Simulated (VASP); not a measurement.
# ZnS (Cm) in VASP: further runs

The runs below take ZnS through single point, with r2SCAN.

All numbers are computed with VASP 6.6.1; they aren't measurements. Logs are shortened: lines on timing, memory, paths and dates and some standing lists are left out, and cuts for length are marked.

## Step 1: The cell of the first run

It takes space group Cm (No. 8, monoclinic). Conventional cell: a = 6.601 Å, b = 3.811 Å, c = 6.234 Å, α = 90.00°, β = 90.00°, γ = 90.00°. Zn (site symmetry m) has 4 S at 2.19 to 2.40 Å within 2.9 Å. Within 3.0 Å of Zn (site symmetry m) lie 4 S at 2.27 to 2.46 Å. Within 3.0 Å of S (site symmetry m) lie 4 Zn at 2.27 to 2.46 Å. Within 2.9 Å of S (site symmetry m) lie 4 Zn at 2.19 to 2.40 Å.

## Step 2: Single point, r2SCAN

POSCAR reads:

```
ZnS
1.0
    3.8109987816      0.0000000000      0.0000000000
   -1.9054993908      3.3004217586      0.0000000000
    0.0000000000      0.0000000000      6.2340000000
Zn S
2 2
Direct
    0.3333333333      0.6666666667      0.0000000000
    0.6666666667      0.3333333333      0.5000000000
    0.3765461193      0.6882730597      0.3775457944
    0.7098794526      0.3549397263      0.8775457944
```

INCAR.step1 reads:

```
ALGO = Normal
EDIFF = 1E-4
ENCUT = 520
GGA = PE
ISMEAR = 0
LASPH = T
LCHARG = F
LREAL = F
LWAVE = T
NBANDS = 26
NELM = 80
PREC = Accurate
SIGMA = 0.05
```

INCAR.step2 reads:

```
ALGO = Normal
EDIFF = 1E-6
ENCUT = 520
ISIF = 2
ISMEAR = 0
ISTART = 1
LASPH = T
LCHARG = T
LELF = T
LMIXTAU = T
LREAL = F
LVHAR = T
LWAVE = F
METAGGA = R2SCAN
NBANDS = 26
NELM = 80
PREC = Accurate
SIGMA = 0.05
```

KPOINTS reads:

```
k-points
0
Gamma
  6 6 4
```

Potentials or basis: VASP PAW PBE potentials, release 64 (Zn, S).

On the command line:

```console
$ cat potpaw_PBE.64/Zn/POTCAR potpaw_PBE.64/S/POTCAR > POTCAR
$ cp INCAR.step1 INCAR
$ mpirun -np 1 vasp_std > vasp.out
$ cp INCAR.step2 INCAR
$ mpirun -np 1 vasp_std > vasp.out
```

OUTCAR:

```text
EDIFF = 1E-6
   ENCUT = 520
   ISIF = 2
   ISMEAR = 0
   ISTART = 1
   LASPH = T
   LREAL = F
   METAGGA = R2SCAN
   NELM = 80
   PREC = Accurate

 ion  position               nearest neighbor table
   1  0.333  0.667  0.000-   4 2.19   3 2.36   4 2.40   4 2.40
   2  0.667  0.333  0.500-   3 2.27   3 2.27   4 2.36   3 2.46
   3  0.377  0.688  0.378-   2 2.27   2 2.27   1 2.36   2 2.46
   4  0.710  0.355  0.878-   1 2.19   2 2.36   1 2.40   1 2.40

  LATTYP: Found a hexagonal cell.
 ALAT       =     3.8109987816
 C/A-ratio  =     1.6357916539

  Lattice vectors:

 A1 = (   3.8109987816,   0.0000000000,   0.0000000000)
 A2 = (  -1.9054993908,   3.3004217586,   0.0000000000)
 A3 = (   0.0000000000,   0.0000000000,   6.2340000000)

Analysis of symmetry for initial positions (statically):
=====================================================================
 Subroutine PRICEL returns:
 Original cell was already a primitive cell.

 Routine SETGRP: Setting up the symmetry group for a
 hexagonal supercell.

 Subroutine GETGRP returns: Found  2 space group operations
 (whereof  2 operations were pure point group operations)
 out of a pool of 24 trial point group operations.

The static configuration has the point symmetry C_1h.

Analysis of symmetry for dynamics (positions and initial velocities):
=====================================================================
 Subroutine PRICEL returns:
 Original cell was already a primitive cell.

 Routine SETGRP: Setting up the symmetry group for a
 hexagonal supercell.

 Subroutine GETGRP returns: Found  2 space group operations
 (whereof  2 operations were pure point group operations)
 out of a pool of 24 trial point group operations.

The dynamic configuration has the point symmetry C_1h.

 Subroutine INISYM returns: Found  2 space group operations
 (whereof  2 operations are pure point group operations),
 and found     1 'primitive' translations

----------------------------------------------------------------------------------------

                                     Primitive cell

  volume of cell :      78.4106

  direct lattice vectors                    reciprocal lattice vectors
     3.810998782  0.000000000  0.000000000     0.262398405  0.151495789  0.000000000
    -1.905499391  3.300421759  0.000000000     0.000000000  0.302991579  0.000000000
     0.000000000  0.000000000  6.234000000     0.000000000  0.000000000  0.160410651

  length of vectors
     3.810998782  3.810998782  6.234000000     0.302991579  0.302991579  0.160410651

  position of ions in fractional coordinates (direct lattice)
     0.333333333  0.666666667  0.000000000
     0.666666667  0.333333333  0.500000000
     0.376546119  0.688273060  0.377545794
     0.709879453  0.354939726  0.877545794

  ion indices of the primitive-cell ions
   primitive index   ion index
                 1           1
                 2           2
                 3           3
                 4           4

----------------------------------------------------------------------------------------

 KPOINTS: k-points

Automatic generation of k-mesh.
 Grid dimensions read from file:
 generate k-points for:    6    6    4

 Generating k-lattice:

  Cartesian coordinates                     Fractional coordinates (reciprocal lattice)
     0.043733067  0.025249298  0.000000000     0.166666667  0.000000000  0.000000000
     0.000000000  0.050498596  0.000000000     0.000000000  0.166666667  0.000000000
     0.000000000  0.000000000  0.040102663     0.000000000  0.000000000  0.250000000

  Length of vectors
     0.050498596  0.050498596  0.040102663

  Shift w.r.t. Gamma in fractional coordinates (k-lattice)
     0.000000000  0.000000000  0.000000000

 Subroutine IBZKPT returns following result:
 ===========================================

 Found     47 irreducible k-points:

 Following reciprocal coordinates:
            Coordinates               Weight
  0.000000  0.000000  0.000000      1.000000
  0.166667  0.000000  0.000000      2.000000
  0.000000  0.166667  0.000000      4.000000
  0.333333  0.000000  0.000000      2.000000
  0.000000  0.333333  0.000000      4.000000
  0.500000  0.000000  0.000000      1.000000
[... 16 lines left out ...]
  0.500000  0.000000  0.250000      2.000000
  0.000000  0.500000  0.250000      4.000000
 [... further k-points ...]
   k-points           NKPTS =     47   k-points in BZ     NKDIM =     47   number of bands    NBANDS=     26
   number of dos      NEDOS =    301   number of ions     NIONS =      4
   total plane-waves  NPLWV =  37632
   dimension x,y,z NGX =    28 NGY =   28 NGZ =   48
   dimension x,y,z NGXF=    56 NGYF=   56 NGZF=   96
   ions per type =               2   2
   NGX,Y,Z   is equivalent  to a cutoff of  12.21, 12.21, 12.80 a.u.
   NGXF,Y,Z  is equivalent  to a cutoff of  24.43, 24.43, 25.60 a.u.
 SYSTEM =  unknown system
   PREC   = accura    normal or accurate (medium, high low for compatibility)
   ISTART =      1    job   : 0-new  1-cont  2-samecut
   ICHARG =      0    charge: 1-file 2-atom 10-const
   ISPIN  =      1    spin polarized calculation?
   LNONCOLLINEAR =      F non collinear calculations
   LSORBIT =      F    spin-orbit coupling
   LASPH  =      T    aspherical Exc in radial PAW
   ENCUT  =  520.0 eV  38.22 Ry    6.18 a.u.   7.09  7.09 11.59*2*pi/ulx,y,z
   NELM   =     80;   NELMIN=  2; NELMDL=  0     # of ELM steps
   EDIFF  = 0.1E-05   stopping-criterion for ELM
   LREAL  =      F    real-space projection
   EDIFFG = 0.1E-04   stopping-criterion for IOM
   NSW    =      0    number of steps for IOM
   IBRION =     -1    ionic relax: 0-MD 1-quasi-New 2-CG
   NFREE  =      0    steps in history (QN), initial steepest desc. (CG)
   ISIF   =      2    stress and relaxation
   ISYM   =      2    0-nonsym 1-usesym 2-fastsym
   POTIM  = 0.5000    time-step for ionic-motion
   TEBEG  =    0.0;   TEEND  =   0.0 temperature during run
   PSTRESS=    0.0 pullay stress
   NELECT =      36.0000    total number of electrons
   NUPDOWN=      -1.0000    fix difference up-down
   EMIN   =  10.00;   EMAX   =-10.00  energy-range for DOS
   EFERMI =   0.00;   METHOD = LEGACY
   ISMEAR =     0;   SIGMA  =   0.05  broadening in eV -4-tet -1-fermi 0-gaus
   EFERMI_NEDOS =   21; number of points for ismear=-14 and -15
   IALGO  =     38    algorithm
   IMIX   =      4    mixing-type and parameters
     AMIX     =   0.40;   BMIX     =  1.00
     AMIX_MAG =   1.60;   BMIX_MAG =  1.00
  volume/ion in A,a.u.               =      19.60       132.29
  Fermi-wavevector in a.u.,A,eV,Ry     =   1.262944  2.386617 21.701656  1.595027
  Thomas-Fermi vector in A             =   2.396326
   LORBIT       =      0    0 simple, 1 ext, 2 COOP (PROOUT), +10 PAW based schemes
   METAGGA = R2SCAN    functional components
   LHFCALC =     F    Hartree Fock is set to
   AEXX    =    0.0000 exact exchange contribution
   IVDW    =     0    specifies the selected vdW correction
   LEPSILON=     F    determine dielectric tensor
   LRPA    =     F    only Hartree local field effects (RPA)
 non-spin polarized calculation
 Gauss-broadening in eV      SIGMA  =   0.05
  energy-cutoff  :      520.00
  volume of cell :       78.41
 maximum number of plane-waves:      2133
   NGX = 15   NGY = 15   NGZ = 23

 number of electron      35.9999975 magnetization

 Free energy of the ion-electron system (eV)
  ---------------------------------------------------
  ext. energy  EPLUGINS =         0.00000000
  ---------------------------------------------------
  free energy    TOTEN  =       -37.59005466 eV

  energy without entropy =      -37.59005466  energy(sigma->0) =      -37.59005466

 E-fermi :   2.1712     XC(G=0): -10.3059

 val. band max:        1.9469062430   @ k =   0.0000   0.0000   0.0000
 cond. band min:       4.7104387094   @ k =   0.0000   0.0000   0.0000
 fundamental gap:      2.7635324664
 Fermi energy:         2.1711993684

 k-point     1 :       0.0000    0.0000    0.0000
  band No.  band energies     occupation
      1     -11.8568      2.00000
      2     -10.9011      2.00000
      3      -4.7325      2.00000
      4      -4.6844      2.00000
      5      -4.6254      2.00000
      6      -4.5426      2.00000
[... 18 lines left out ...]
     25      10.2117      0.00000
     26      11.7730      0.00000

 k-point     2 :       0.1667    0.0000    0.0000
  band No.  band energies     occupation
      1     -11.6695      2.00000
      2     -10.8001      2.00000
      3      -4.7184      2.00000
      4      -4.6528      2.00000
      5      -4.6097      2.00000
      6      -4.5129      2.00000
[... 18 lines left out ...]
     25      10.6491      0.00000
     26      10.9862      0.00000

 k-point     3 :       0.0000    0.1667    0.0000
  band No.  band energies     occupation
      1     -11.6691      2.00000
      2     -10.7986      2.00000
      3      -4.7156      2.00000
      4      -4.6673      2.00000
      5      -4.5811      2.00000
      6      -4.5307      2.00000
[... 18 lines left out ...]
     25      10.6122      0.00000
     26      11.0402      0.00000

 k-point     4 :       0.3333    0.0000    0.0000
  band No.  band energies     occupation
      1     -11.2207      2.00000
      2     -10.6204      2.00000
      3      -4.6608      2.00000
      4      -4.5988      2.00000
      5      -4.5671      2.00000
      6      -4.4031      2.00000
[... 18 lines left out ...]
     25      11.2194      0.00000
     26      12.3305      0.00000
[... 496 lines left out ...]
      1     -11.1471      2.00000
      2     -10.6984      2.00000
      3      -4.6433      2.00000
      4      -4.6119      2.00000
      5      -4.5852      2.00000
      6      -4.4591      2.00000
[... 18 lines left out ...]
     25      11.2753      0.00000
     26      12.2827      0.00000

 k-point    23 :       0.5000    0.0000    0.2500
  band No.  band energies     occupation
      1     -10.8617      2.00000
      2     -10.6245      2.00000
      3      -4.6515      2.00000
      4      -4.5625      2.00000
      5      -4.5006      2.00000
      6      -4.3792      2.00000
[... 18 lines left out ...]
     25      12.3974      0.00000
     26      13.3000      0.00000

 k-point    24 :       0.0000    0.5000    0.2500
  band No.  band energies     occupation
      1     -10.8592      2.00000
      2     -10.6181      2.00000
      3      -4.6617      2.00000
      4      -4.5533      2.00000
      5      -4.4972      2.00000
      6      -4.3874      2.00000
[... 18 lines left out ...]
     25      12.3966      0.00000
     26      13.3531      0.00000

 [... further k-points ...]
[... 5 lines left out ...]
  --------------------------------------------------------------------------------------
  -------------------------------------------------------------------------------------
  Total        0.7196019      0.4639390     -0.0357300      0.2214105      0.5370071      0.9301625
  in kB       14.7037402      9.4797404     -0.7300758      4.5241166     10.9727516     19.0061588
  external PRESSURE =       7.8178016 kB  Pullay stress =       0.0000000 kB

 VOLUME and BASIS-vectors are now :
 -----------------------------------------------------------------------------
  energy-cutoff  :      520.00
  volume of cell :       78.41
      direct lattice vectors                 reciprocal lattice vectors
     3.810998782  0.000000000  0.000000000     0.262398405  0.151495789  0.000000000
    -1.905499391  3.300421759  0.000000000     0.000000000  0.302991579  0.000000000
     0.000000000  0.000000000  6.234000000     0.000000000  0.000000000  0.160410651

 POSITION                                       TOTAL-FORCE (eV/Angst)
 -----------------------------------------------------------------------------------
     -0.00000      2.20028      0.00000         0.970116      0.560097      0.254881
      1.90550      1.10014      3.11700         0.620272      0.358114      0.213861
      0.12351      2.27159      2.35362        -0.606278     -0.350035     -0.216411
      2.02901      1.17145      5.47062        -0.984110     -0.568176     -0.252331
 -----------------------------------------------------------------------------------
    total drift:                               -0.006852     -0.003794     -0.006037

  FREE ENERGIE OF THE ION-ELECTRON SYSTEM (eV)
  ---------------------------------------------------
  free  energy   TOTEN  =       -37.5900546587 eV

  energy  without entropy=      -37.5900546587  energy(sigma->0) =      -37.59005466
```

Wall time 2.1 min (1 thread of Intel Xeon 6975P-C (Granite Rapids), shared host); peak memory 0.24 GiB.

Results:

- Free energy: -37.5901 eV
- Pressure: 0.8 GPa
- Largest force: 1.164 eV/Å
- Band gap on the k mesh: 2.76 eV, direct

Forces in eV/Å, atoms in the order of the input:
```
Zn   0.970  0.560  0.255
Zn   0.620  0.358  0.214
S   -0.606 -0.350 -0.216
S   -0.984 -0.568 -0.252
```

Stress tensor (GPa, compression positive):
```
 1.47  0.45  1.90
 0.45  0.95  1.10
 1.90  1.10 -0.07
```

Levels at points of the mesh, in eV from the valence-band top:
| k point | band 15 | band 16 | band 17 | band 18 | band 19 | band 20 | band 21 | band 22 |
| --- | --- | --- | --- | --- | --- | --- | --- | --- |
| (0.00, 0.00, 0.00) | -0.99 | -0.13 | -0.03 | 0.00 | 2.76 | 3.53 | 6.71 | 6.75 |
| (0.50, 0.00, 0.00) | -3.33 | -2.37 | -1.74 | -0.99 | 3.93 | 4.78 | 5.44 | 7.39 |
| (0.00, 0.50, 0.00) | -3.37 | -2.30 | -1.77 | -0.92 | 3.93 | 4.74 | 5.38 | 7.42 |
| (0.00, 0.00, 0.50) | -0.74 | -0.72 | -0.33 | -0.32 | 4.05 | 4.06 | 6.86 | 6.86 |
| (0.50, 0.00, 0.50) | -1.77 | -1.77 | -1.68 | -1.57 | 3.71 | 4.17 | 5.32 | 5.87 |
| (0.00, 0.50, 0.50) | -1.89 | -1.85 | -1.54 | -1.49 | 3.82 | 4.04 | 5.43 | 5.70 |

Caveat: the cell differs from its parent crystal (all S atoms moved -0.150 Å, as atom 3 towards its neighbour atom 2 (Zn) at 2.314 Å); the PAW data sets were made with another functional, which shifts forces and pressure a little.

## Step 3: Single point, r2SCAN

Changes to POSCAR since step 2:

```diff
@@ -10,3 +10,3 @@
     0.6666666667      0.3333333333      0.5000000000
-    0.3765461193      0.6882730597      0.3775457944
-    0.7098794526      0.3549397263      0.8775457944
+    0.2469077614      0.6234538807      0.3999084112
+    0.5802410947      0.2901205474      0.8999084112
```

INCAR.step1 reads:

```
SYSTEM = ZnS
PREC     = Accurate       ! precision mode
ENCUT    = 520            ! plane-wave cutoff, eV
ISMEAR   = 0              ! smearing method
SIGMA    = 0.05           ! smearing width, eV
LREAL    = .False.        ! projectors in reciprocal space
LASPH    = .True.         ! aspherical terms in the spheres
NELM     = 100            ! most SCF steps
NBANDS   = 26             ! bands
GGA      = PE             ! functional
ALGO     = Normal         ! electronic algorithm
EDIFF    = 1E-4           ! SCF threshold, eV
LWAVE    = .True.         ! write WAVECAR
LCHARG   = .False.        ! write CHGCAR
```

INCAR.step2 reads:

```
SYSTEM = ZnS
PREC     = Accurate       ! precision mode
ENCUT    = 520            ! plane-wave cutoff, eV
EDIFF    = 1E-7           ! SCF threshold, eV
ISMEAR   = 0              ! smearing method
SIGMA    = 0.05           ! smearing width, eV
LREAL    = .False.        ! projectors in reciprocal space
LASPH    = .True.         ! aspherical terms in the spheres
NELM     = 100            ! most SCF steps
ALGO     = Normal         ! electronic algorithm
ISIF     = 2              ! what is computed and relaxed
LWAVE    = .False.        ! write WAVECAR
LCHARG   = .True.         ! write CHGCAR
METAGGA  = R2SCAN         ! meta-GGA
LMIXTAU  = .True.       
LELF     = .True.         ! ELF
LVHAR    = .True.       
NBANDS   = 26             ! bands
ISTART   = 1
```

KPOINTS reads:

```
regular mesh
0
Gamma
  6 6 4
  0 0 0
```

Potentials or basis: VASP PAW PBE potentials, release 64 (Zn, S).

On the command line:

```console
$ cat potpaw_PBE.64/Zn/POTCAR potpaw_PBE.64/S/POTCAR > POTCAR
$ cp INCAR.step1 INCAR
$ mpirun -np 1 vasp_std > vasp.out
$ cp INCAR.step2 INCAR
$ mpirun -np 1 vasp_std > vasp.out
```

It took 2.4 min on 1 thread of Intel Xeon 6975P-C (Granite Rapids), shared host; peak memory 0.24 GiB.

The run converged. Its results:

```yaml
Free_energy: -36.9042 eV
Pressure: 4.8 GPa
Largest_force: 4.041 eV/Å
Band_gap_on_the_k_mesh: 2.81 eV, direct
```

Forces in eV/Å, atoms in the order of the input:
```
Zn  -1.297 -0.749  1.009
Zn  -3.262 -1.883  1.360
S    3.300  1.906 -1.344
S    1.258  0.727 -1.025
```

Stress tensor (GPa, compression positive):
```
 9.06  2.43 -4.60
 2.43  6.26 -2.65
-4.60 -2.65 -0.99
```

Levels at points of the mesh, in eV from the valence-band top:
| k point | band 14 | band 15 | band 16 | band 17 | band 18 | band 19 | band 20 | band 21 | band 22 | band 23 |
| --- | --- | --- | --- | --- | --- | --- | --- | --- | --- | --- |
| (0.00, 0.00, 0.00) | -1.16 | -1.08 | -0.06 | -0.01 | 0.00 | 2.81 | 3.30 | 6.50 | 6.62 | 7.09 |
| (0.50, 0.00, 0.00) | -4.16 | -3.08 | -2.47 | -1.55 | -1.28 | 3.67 | 4.83 | 5.46 | 7.83 | 7.83 |
| (0.00, 0.50, 0.00) | -4.40 | -3.19 | -2.18 | -1.70 | -0.96 | 3.66 | 4.65 | 5.26 | 7.82 | 7.84 |
| (0.00, 0.00, 0.50) | -2.75 | -1.05 | -0.95 | -0.19 | -0.14 | 3.90 | 3.95 | 6.45 | 6.56 | 7.22 |
| (0.50, 0.00, 0.50) | -4.63 | -2.00 | -1.83 | -1.74 | -1.25 | 3.51 | 4.47 | 4.85 | 5.91 | 9.51 |
| (0.00, 0.50, 0.50) | -4.86 | -2.01 | -1.94 | -1.39 | -1.23 | 3.69 | 4.18 | 5.01 | 5.53 | 9.66 |

Caveat: the cell differs from its parent crystal (all S atoms moved +0.300 Å, as atom 3 towards its neighbour atom 2 (Zn) at 2.314 Å); the PAW data sets were made with another functional, which shifts forces and pressure a little.
